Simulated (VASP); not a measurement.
# Ti (Fd-3m) in VASP: a series of runs

Runs on Ti. Level: BLYP. Tasks: single point.

Everything below comes from runs of VASP 6.6.1. Logs are shortened: lines on timing, memory, paths and dates and some standing lists are left out, and cuts for length are marked.

### 1 The cell of the first run

The structure is cubic, space group Fd-3m (No. 227). The conventional cell has a = 5.826 Å, b = 5.826 Å, c = 5.826 Å, α = 90.00°, β = 90.00°, γ = 90.00°. Ti (site symmetry -43m) has 4 Ti at 2.52 Å within 3.3 Å.

### 2 Single point, BLYP

Contents of INCAR:

```
PREC     = Accurate       # precision mode
ENCUT    = 520            # plane-wave cutoff, eV
EDIFF    = 1E-6           # SCF threshold, eV
ISMEAR   = -1             # smearing method
SIGMA    = 0.1            # smearing width, eV
LREAL    = False          # projectors in reciprocal space
LASPH    = True           # aspherical terms in the spheres
NELM     = 60             # most SCF steps
ALGO     = Normal         # electronic algorithm
ISIF     = 2              # what is computed and relaxed
LWAVE    = False          # write WAVECAR
LCHARG   = True           # write CHGCAR
GGA      = B5             # functional
ALDAX    = 1.0          
AGGAX    = 1.0          
AGGAC    = 1.0          
ALDAC    = 0.0          
LELF     = True           # ELF
LVHAR    = True         
NBANDS   = 19             # bands
```

Contents of KPOINTS:

```
Automatic mesh
0
Gamma
  10 10 10
```

Contents of POSCAR:

```
Ti
1.0
    0.0000000000      2.9128345859      2.9128345859
    2.9128345859      0.0000000000      2.9128345859
    2.9128345859      2.9128345859      0.0000000000
Ti
2
Direct
    0.1250000000      0.1250000000      0.1250000000
    0.8750000000      0.8750000000      0.8750000000
```

Potentials or basis: VASP PAW PBE potentials, release 64 (Ti_sv).

Launch:

```
$ cat potpaw_PBE.64/Ti_sv/POTCAR > POTCAR
$ mpirun -np 1 vasp_std > vasp.out
```

OUTCAR:

```text
PREC = Accurate
   ENCUT = 520
   EDIFF = 1E-6
   ISMEAR = -1
   LREAL = False
   LASPH = True
   NELM = 60
   ISIF = 2
   GGA = B5

 ion  position               nearest neighbor table
   1  0.125  0.125  0.125-   2 2.52   2 2.52   2 2.52   2 2.52
   2  0.875  0.875  0.875-   1 2.52   1 2.52   1 2.52   1 2.52

  LATTYP: Found a face centered cubic cell.
 ALAT       =     5.8256691718

  Lattice vectors:

 A1 = (   0.0000000000,   2.9128345859,   2.9128345859)
 A2 = (   2.9128345859,   0.0000000000,   2.9128345859)
 A3 = (   2.9128345859,   2.9128345859,   0.0000000000)

Analysis of symmetry for initial positions (statically):
=====================================================================
 Subroutine PRICEL returns:
 Original cell was already a primitive cell.

 Routine SETGRP: Setting up the symmetry group for a
 face centered cubic supercell.

 Subroutine GETGRP returns: Found 48 space group operations
 (whereof 12 operations were pure point group operations)
 out of a pool of 48 trial point group operations.

The static configuration has the point symmetry D_3d.
 The point group associated with its full space group is O_h .

Analysis of symmetry for dynamics (positions and initial velocities):
=====================================================================
 Subroutine PRICEL returns:
 Original cell was already a primitive cell.

 Routine SETGRP: Setting up the symmetry group for a
 face centered cubic supercell.

 Subroutine GETGRP returns: Found 48 space group operations
 (whereof 12 operations were pure point group operations)
 out of a pool of 48 trial point group operations.

The dynamic configuration has the point symmetry D_3d.
 The point group associated with its full space group is O_h .

 Subroutine INISYM returns: Found 48 space group operations
 (whereof 12 operations are pure point group operations),
 and found     1 'primitive' translations

----------------------------------------------------------------------------------------

                                     Primitive cell

  volume of cell :      49.4285

  direct lattice vectors                    reciprocal lattice vectors
     0.000000000  2.912834586  2.912834586    -0.171654100  0.171654100  0.171654100
     2.912834586  0.000000000  2.912834586     0.171654100 -0.171654100  0.171654100
     2.912834586  2.912834586  0.000000000     0.171654100  0.171654100 -0.171654100

  length of vectors
     4.119370176  4.119370176  4.119370176     0.297313623  0.297313623  0.297313623

  position of ions in fractional coordinates (direct lattice)
     0.125000000  0.125000000  0.125000000
     0.875000000  0.875000000  0.875000000

  ion indices of the primitive-cell ions
   primitive index   ion index
                 1           1
                 2           2

----------------------------------------------------------------------------------------

 KPOINTS: Automatic mesh

Automatic generation of k-mesh.
 Grid dimensions read from file:
 generate k-points for:   10   10   10

 Generating k-lattice:

  Cartesian coordinates                     Fractional coordinates (reciprocal lattice)
    -0.017165410  0.017165410  0.017165410     0.100000000  0.000000000  0.000000000
     0.017165410 -0.017165410  0.017165410     0.000000000  0.100000000  0.000000000
     0.017165410  0.017165410 -0.017165410     0.000000000  0.000000000  0.100000000

  Length of vectors
     0.029731362  0.029731362  0.029731362

  Shift w.r.t. Gamma in fractional coordinates (k-lattice)
     0.000000000  0.000000000  0.000000000

 Subroutine IBZKPT returns following result:
 ===========================================

 Found     47 irreducible k-points:

 Following reciprocal coordinates:
            Coordinates               Weight
  0.000000  0.000000  0.000000      1.000000
  0.100000  0.000000  0.000000      8.000000
  0.200000  0.000000  0.000000      8.000000
  0.300000  0.000000  0.000000      8.000000
  0.400000  0.000000  0.000000      8.000000
  0.500000  0.000000  0.000000      4.000000
[... 16 lines left out ...]
  0.300000  0.300000  0.000000      6.000000
  0.400000  0.300000  0.000000     24.000000
 [... further k-points ...]
   k-points           NKPTS =     47   k-points in BZ     NKDIM =     47   number of bands    NBANDS=     19
   number of dos      NEDOS =    301   number of ions     NIONS =      2
   total plane-waves  NPLWV =  32768
   dimension x,y,z NGX =    32 NGY =   32 NGZ =   32
   dimension x,y,z NGXF=    64 NGYF=   64 NGZF=   64
   ions per type =               2
   NGX,Y,Z   is equivalent  to a cutoff of  12.91, 12.91, 12.91 a.u.
   NGXF,Y,Z  is equivalent  to a cutoff of  25.83, 25.83, 25.83 a.u.
 SYSTEM =  unknown system
   PREC   = accura    normal or accurate (medium, high low for compatibility)
   ISTART =      0    job   : 0-new  1-cont  2-samecut
   ICHARG =      2    charge: 1-file 2-atom 10-const
   ISPIN  =      1    spin polarized calculation?
   LNONCOLLINEAR =      F non collinear calculations
   LSORBIT =      F    spin-orbit coupling
   LASPH  =      T    aspherical Exc in radial PAW
   ENCUT  =  520.0 eV  38.22 Ry    6.18 a.u.   7.66  7.66  7.66*2*pi/ulx,y,z
   NELM   =     60;   NELMIN=  2; NELMDL= -5     # of ELM steps
   EDIFF  = 0.1E-05   stopping-criterion for ELM
   LREAL  =      F    real-space projection
   EDIFFG = 0.1E-04   stopping-criterion for IOM
   NSW    =      0    number of steps for IOM
   IBRION =     -1    ionic relax: 0-MD 1-quasi-New 2-CG
   NFREE  =      0    steps in history (QN), initial steepest desc. (CG)
   ISIF   =      2    stress and relaxation
   ISYM   =      2    0-nonsym 1-usesym 2-fastsym
   POTIM  = 0.5000    time-step for ionic-motion
   TEBEG  =    0.0;   TEEND  =   0.0 temperature during run
   PSTRESS=    0.0 pullay stress
   NELECT =      24.0000    total number of electrons
   NUPDOWN=      -1.0000    fix difference up-down
   EMIN   =  10.00;   EMAX   =-10.00  energy-range for DOS
   EFERMI =   0.00;   METHOD = LEGACY
   ISMEAR =    -1;   SIGMA  =   0.10  broadening in eV -4-tet -1-fermi 0-gaus
   EFERMI_NEDOS =   21; number of points for ismear=-14 and -15
   IALGO  =     38    algorithm
   IMIX   =      4    mixing-type and parameters
     AMIX     =   0.40;   BMIX     =  1.00
     AMIX_MAG =   1.60;   BMIX_MAG =  1.00
  volume/ion in A,a.u.               =      24.71       166.78
  Fermi-wavevector in a.u.,A,eV,Ry     =   1.286726  2.431560 22.526675  1.655664
  Thomas-Fermi vector in A             =   2.418783
   LORBIT       =      0    0 simple, 1 ext, 2 COOP (PROOUT), +10 PAW based schemes
   GGA     = B5    functional components
   LHFCALC =     F    Hartree Fock is set to
   AEXX    =    0.0000 exact exchange contribution
   IVDW    =     0    specifies the selected vdW correction
   LEPSILON=     F    determine dielectric tensor
   LRPA    =     F    only Hartree local field effects (RPA)
 non-spin polarized calculation
  energy-cutoff  :      520.00
  volume of cell :       49.43
 maximum number of plane-waves:      1363
   NGX = 15   NGY = 15   NGZ = 15

 number of electron      23.9999991 magnetization

 Free energy of the ion-electron system (eV)
  ---------------------------------------------------
  ext. energy  EPLUGINS =         0.00000000
  ---------------------------------------------------
  free energy    TOTEN  =        -9.63388395 eV

  energy without entropy =       -9.40113858  energy(sigma->0) =       -9.51751126

 E-fermi :   5.1830     XC(G=0):  -9.0344

 val. band max:        5.1700855945   @ k =  -0.3000   0.4000   0.2000
 cond. band min:       5.1838956994   @ k =   0.5000   0.3000   0.1000
 fundamental gap:      0.0138101048
 Fermi energy:         5.1830298458

 k-point     1 :       0.0000    0.0000    0.0000
  band No.  band energies     occupation
      1     -51.2734      2.00000
      2     -50.8804      2.00000
      3     -27.8620      2.00000
      4     -27.8620      2.00000
      5     -27.8620      2.00000
      6     -27.2583      2.00000
[... 11 lines left out ...]
     18       8.7447      0.00000
     19       8.7447      0.00000

 k-point     2 :       0.1000    0.0000    0.0000
  band No.  band energies     occupation
      1     -51.2664      2.00000
      2     -50.8877      2.00000
      3     -27.8697      2.00000
      4     -27.8697      2.00000
      5     -27.8620      2.00000
      6     -27.2596      2.00000
[... 11 lines left out ...]
     18       8.7357      0.00000
     19       8.7357      0.00000

 k-point     3 :       0.2000    0.0000    0.0000
  band No.  band energies     occupation
      1     -51.2465      2.00000
      2     -50.9082      2.00000
      3     -27.8888      2.00000
      4     -27.8888      2.00000
      5     -27.8623      2.00000
      6     -27.2625      2.00000
[... 11 lines left out ...]
     18       8.6981      0.00000
     19       8.6981      0.00000

 k-point     4 :       0.3000    0.0000    0.0000
  band No.  band energies     occupation
      1     -51.2179      2.00000
      2     -50.9375      2.00000
      3     -27.9110      2.00000
      4     -27.9110      2.00000
      5     -27.8634      2.00000
      6     -27.2655      2.00000
[... 11 lines left out ...]
     18       8.6075      0.00000
     19       8.6075      0.00000

 k-point     5 :       0.4000    0.0000    0.0000
  band No.  band energies     occupation
      1     -51.1894      2.00000
      2     -50.9666      2.00000
      3     -27.9280      2.00000
      4     -27.9280      2.00000
      5     -27.8648      2.00000
      6     -27.2672      2.00000
[... 11 lines left out ...]
     18       8.4562      0.00000
     19       8.4562      0.00000

 k-point     6 :       0.5000    0.0000    0.0000
  band No.  band energies     occupation
      1     -51.1763      2.00000
      2     -50.9799      2.00000
      3     -27.9343      2.00000
      4     -27.9343      2.00000
      5     -27.8655      2.00000
      6     -27.2677      2.00000
[... 11 lines left out ...]
     18       8.3506      0.00000
     19       8.3506      0.00000

 k-point     7 :       0.1000    0.1000    0.0000
  band No.  band energies     occupation
      1     -51.2640      2.00000
      2     -50.8902      2.00000
      3     -27.8788      2.00000
      4     -27.8788      2.00000
      5     -27.8477      2.00000
      6     -27.2742      2.00000
[... 11 lines left out ...]
     18       8.6392      0.00000
     19       8.8102      0.00000

 k-point     8 :       0.2000    0.1000    0.0000
  band No.  band energies     occupation
      1     -51.2481      2.00000
      2     -50.9065      2.00000
      3     -27.8987      2.00000
      4     -27.8984      2.00000
      5     -27.8363      2.00000
      6     -27.2877      2.00000
[... 256 lines left out ...]
 k-point    20 :      -0.4000    0.2000    0.0000
  band No.  band energies     occupation
      1     -51.1540      2.00000
      2     -51.0025      2.00000
      3     -28.0015      2.00000
      4     -27.9528      2.00000
      5     -27.7549      2.00000
      6     -27.3722      2.00000
[... 11 lines left out ...]
     18       8.2413      0.00000
     19       8.6482      0.00000

 k-point    21 :      -0.3000    0.2000    0.0000
  band No.  band energies     occupation
      1     -51.1763      2.00000
      2     -50.9799      2.00000
      3     -27.9915      2.00000
      4     -27.9344      2.00000
      5     -27.7773      2.00000
      6     -27.3491      2.00000
[... 11 lines left out ...]
     18       7.8775      0.00000
     19       8.8306      0.00000

 k-point    22 :      -0.2000    0.2000    0.0000
  band No.  band energies     occupation
      1     -51.2064      2.00000
      2     -50.9492      2.00000
      3     -27.9642      2.00000
      4     -27.9119      2.00000
      5     -27.8092      2.00000
      6     -27.3166      2.00000
[... 11 lines left out ...]
     18       8.1402      0.00000
     19       8.8758      0.00000

 k-point    23 :       0.3000    0.3000    0.0000
  band No.  band energies     occupation
      1     -51.1934      2.00000
      2     -50.9625      2.00000
      3     -27.9634      2.00000
      4     -27.9634      2.00000
      5     -27.7418      2.00000
      6     -27.3897      2.00000
[... 11 lines left out ...]
     18       7.8614      0.00000
     19       8.8983      0.00000

 k-point    24 :       0.4000    0.3000    0.0000
  band No.  band energies     occupation
      1     -51.1653      2.00000
      2     -50.9911      2.00000
      3     -27.9854      2.00000
      4     -27.9793      2.00000
      5     -27.7058      2.00000
      6     -27.4266      2.00000
[... 11 lines left out ...]
     18       7.8287      0.00000
     19       8.8850      0.00000

 [... further k-points ...]

------------------------ aborting loop because EDIFF is reached ----------------------------------------

  FORCE on cell =-STRESS in cart. coord.  units (eV):
  Direction    XX          YY          ZZ          XY          YZ          ZX
  --------------------------------------------------------------------------------------
  -------------------------------------------------------------------------------------
  Total       -0.0003944     -0.0003944     -0.0003944      0.0000000      0.0000000     -0.0000000
  in kB       -0.0127841     -0.0127841     -0.0127841      0.0000000      0.0000000     -0.0000000
  external PRESSURE =      -0.0127841 kB  Pullay stress =       0.0000000 kB

 VOLUME and BASIS-vectors are now :
 -----------------------------------------------------------------------------
  energy-cutoff  :      520.00
  volume of cell :       49.43
      direct lattice vectors                 reciprocal lattice vectors
     0.000000000  2.912834586  2.912834586    -0.171654100  0.171654100  0.171654100
     2.912834586  0.000000000  2.912834586     0.171654100 -0.171654100  0.171654100
     2.912834586  2.912834586  0.000000000     0.171654100  0.171654100 -0.171654100

 POSITION                                       TOTAL-FORCE (eV/Angst)
 -----------------------------------------------------------------------------------
      0.72821      0.72821      0.72821         0.000000      0.000000      0.000000
      5.09746      5.09746      5.09746        -0.000000     -0.000000     -0.000000
 -----------------------------------------------------------------------------------
    total drift:                                0.000000      0.000000     -0.000000

  FREE ENERGIE OF THE ION-ELECTRON SYSTEM (eV)
  ---------------------------------------------------
  free  energy   TOTEN  =        -9.6338839476 eV

  energy  without entropy=       -9.4011385792  energy(sigma->0) =       -9.51751126
```

It took 52 s on 1 thread of Intel Xeon Platinum 8259CL at 2.50GHz (Skylake/Cascade Lake), shared host; peak memory 0.18 GiB.

Results:

```
Free energy            : -9.6339 eV
Pressure               : 0.0 GPa
Band gap on the k mesh : zero (band 12 reaches 5.23 eV, above the bottom of band 13 at 5.07 eV)
```

Caveat: the PAW data sets were made with another functional, which shifts forces and pressure a little.

(Part 1 of 2 ends here.)
